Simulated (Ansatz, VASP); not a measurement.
**Two plane-wave programs on Cd**

The input INCAR:

```
SYSTEM = Cd
  PREC = Accurate
  ENCUT = 520
  EDIFF = 1E-7
  ISMEAR = -1
  SIGMA = 0.05
  LREAL = .FALSE.
  LASPH = .TRUE.
  NELM = 150
  ALGO = Fast
  ISIF = 2
  LWAVE = .FALSE.
  LCHARG = .TRUE.
  LNONCOLLINEAR = .TRUE.
  MAGMOM = 0 0 0 0 0 0 0 0 0 0 0 0
  LORBIT = 11
  LSORBIT = .TRUE.
  GGA_COMPAT = .FALSE.
  LORBMOM = .TRUE.
  GGA = PS
  LVHAR = .TRUE.
  NBANDS = 62
```

File KPOINTS:

```
regular mesh
0
G
  10 10 3
  0 0 0
```

The input POSCAR:

```
Cd
1.0
    3.0930676374      0.0000000000      0.0000000000
   -1.5465338187      2.6786751496      0.0000000000
    0.0000000000      0.0000000000     10.4307369600
Cd
4
Direct
    0.6666666667      0.3333333333      0.7500000000
    0.0000000000      0.0000000000      0.5000000000
    0.3333333333      0.6666666667      0.2500000000
    0.0000000000      0.0000000000      0.0000000000
```

input.yaml

```yaml
crystal:
  lattice:
    - [3.0930676374, 0.0, 0.0]
    - [-1.5465338187, 2.6786751496, 0.0]
    - [0.0, 0.0, 10.43073696]
  atoms:
    - { symbol: Cd, position: [0.6666666667, 0.3333333333, 0.75] }
    - { symbol: Cd, position: [0.0, 0.0, 0.5] }
    - { symbol: Cd, position: [0.3333333333, 0.6666666667, 0.25] }
    - { symbol: Cd, position: [0.0, 0.0, 0.0] }
hamiltonian:
  xc: pbesol
  pseudopotentials: { kind: paw_fr }
magnetization:
  noncollinear: true
  spin_orbit: true
kpoints:
  mp_grid: { grid: [10, 10, 3] }
  band_path:
    path:
      - [[0.0, 0.0, 0.0], [0.5, 0.0, 0.0], [0.3333333333, 0.3333333333, 0.0], [0.0, 0.0, 0.0], [0.0, 0.0, 0.5], [0.5, 0.0, 0.5], [0.3333333333, 0.3333333333, 0.5], [0.0, 0.0, 0.5]]
      - [[0.5, 0.0, 0.5], [0.5, 0.0, 0.0]]
      - [[0.3333333333, 0.3333333333, 0.0], [0.3333333333, 0.3333333333, 0.5]]
    npoints: 14
scf:
  occupations: { method: fermi_dirac, width: 0.05 }
  n_extra_bands: 10
output:
  forces: true
  stress: true
  eigenvalues: true
  fatbands: false
```

Alike in both runs: functional PBEsol; k mesh 10 × 10 × 3; occupations fermi-dirac, width 0.05 eV; non-collinear spin, spin-orbit coupling.

```csv
,VASP,Ansatz
version,VASP 6.6.1,Ansatz 0.2.0
potentials or method,"VASP PAW PBE potentials, release 64 (Cd)",Ansatz PAW
plane-wave cutoff (eV),520,420
valence electrons in the cell,48,80
task,single point,band structure
```

```tsv
	VASP	Ansatz	Ansatz less VASP
pressure (GPa)	-1.5	-1.8	-0.34
traceless stress, the component that is largest in VASP (GPa)	0.06	0.08	+0.020
```

VASP's potentials were made for PBE, not for PBEsol. VASP's potentials hold 48 valence electrons a cell and Ansatz's 80, so a difference there can come from the potentials and not from the codes.
